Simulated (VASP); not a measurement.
Crystal: Te2Mo.

```
Te Mo
1.0
     3.59883    0.00000    0.00000
    -1.79942    3.11668    0.00000
     0.00000    0.00000   14.87204
Te Mo
4 2
Direct
  0.33333 0.66667 0.62848
  0.66667 0.33333 0.12848
  0.33333 0.66667 0.87152
  0.66667 0.33333 0.37152
  0.33333 0.66667 0.25000
  0.66667 0.33333 0.75000
```

```yaml
Program: VASP 6.6.1
Task: relaxation of shape and atoms at fixed volume
Functional: r2SCAN
Potentials_or_basis: VASP PAW PBE potentials, release 64 (Te, Mo_sv)
Cutoff: 550 eV
k_mesh: 12 × 12 × 2
Occupations: gaussian, width 0.02 eV
Spin: no spin polarisation
```

At the start: pressure -2.5 GPa; volume 27.80 Å³/atom.

Problem. How do energy, volume and symmetry change on relaxing?

Solution. Over 7 steps the energy falls by 5.1 meV/atom; space group P6_3/mmc (No. 194, to 0.1 Å) before and after.

The path:
```csv
step,energy change (eV),largest force (eV/Å),pressure (GPa),volume (Å³)
1,0.0000,0.3751,-2.46,166.81
2,-0.0162,0.0892,-1.48,166.81
3,-0.0165,0.0456,-1.33,166.81
4,-0.0242,0.0275,-1.01,166.81
5,-0.0304,0.0111,-0.35,166.81
6,-0.0304,0.0122,-0.33,166.81
7,-0.0304,0.0049,-0.39,166.81
```

Final structure:
```
CELL_PARAMETERS angstrom
3.57023 0.00000 0.00000
-1.78511 3.09191 0.00000
0.00000 0.00000 15.11128
ATOMIC_POSITIONS crystal
Te 0.33333 0.66667 0.63150
Te 0.66667 0.33333 0.13150
Te 0.33333 0.66667 0.86850
Te 0.66667 0.33333 0.36850
Mo 0.33333 0.66667 0.25000
Mo 0.66667 0.33333 0.75000
```

Caveat: the PAW data sets were made with another functional, which shifts forces and pressure a little.
